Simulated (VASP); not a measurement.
# BP: single point with PBE

Crystal: BP.

```
P B
1.0
     0.00000    2.26900    2.35976
     2.26900    0.00000    2.35976
     2.26900    2.26900    0.00000
P B
1 1
Direct
  0.75000 0.75000 0.75000
  0.00000 0.00000 0.00000
```

| Property | Result |
| --- | --- |
| Program | VASP 6.6.1 |
| Task | single point |
| Functional | PBE |
| Potentials or basis | VASP PAW PBE potentials, release 64 (P, B) |
| Cutoff | 520 eV |
| k mesh | 10 × 10 × 10 |
| Occupations | fermi-dirac, width 0.05 eV |
| Spin | no spin polarisation |

The pressure is -5.1 GPa and the band gap on the k mesh is 1.00 eV, indirect (least direct gap 3.15 eV).

Stress tensor (GPa, compression positive):
```
 -1.57   0.00   0.00
  0.00  -1.57   0.00
  0.00   0.00 -12.26
```

Levels at points of the mesh, in eV from the valence-band top:
```
           k point  band 1  band 2  band 3  band 4  band 5  band 6  band 7  band 8
(0.00, 0.00, 0.00)  -15.25   -0.39    0.00    0.00    3.15    3.15    3.37    6.62
(0.50, 0.00, 0.00)  -12.07   -8.89   -2.09   -1.59    3.24    4.56    4.74    9.87
(0.50, 0.50, 0.00)  -10.84   -8.73   -3.84   -3.84    1.56    1.92   11.62   11.62
(0.50, 0.00, 0.50)  -10.48   -8.40   -4.27   -4.19    1.14    1.39   11.19   11.94
```

Wall time 14 s on 1 thread of Intel(R) Xeon(R) 6975P-C (Granite Rapids) (shared host), peak memory 0.15 GiB.

A k mesh can miss the band edges.
